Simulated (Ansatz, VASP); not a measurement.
# CdSe in VASP and in Ansatz

```
CELL_PARAMETERS angstrom
0.00000 2.87396 2.87396
2.87396 0.00000 2.87396
2.87396 2.87396 0.00000
ATOMIC_POSITIONS crystal
Cd 0.00000 0.00000 0.00000
Se 0.50000 0.50000 0.50000
```

Alike in both runs: task electric field gradients; functional PBEsol; k mesh 11 × 11 × 11; occupations fermi-dirac, width 0.05 eV; no spin polarisation.

|  | VASP | Ansatz |
| --- | --- | --- |
| version | VASP 6.6.1 | Ansatz 0.2.0 |
| potentials or method | VASP PAW PBE potentials, release 64 (Cd, Se), cutoff 520 eV | all-electron PAW with datasets made for the crystal, scalar-relativistic |

```tsv
	VASP	Ansatz	Ansatz less VASP
pressure (GPa)	-3.5	-3.9	-0.34
```

VASP's potentials were made for PBE, not for PBEsol. Ansatz ran all-electron here, and VASP with PAW potentials.
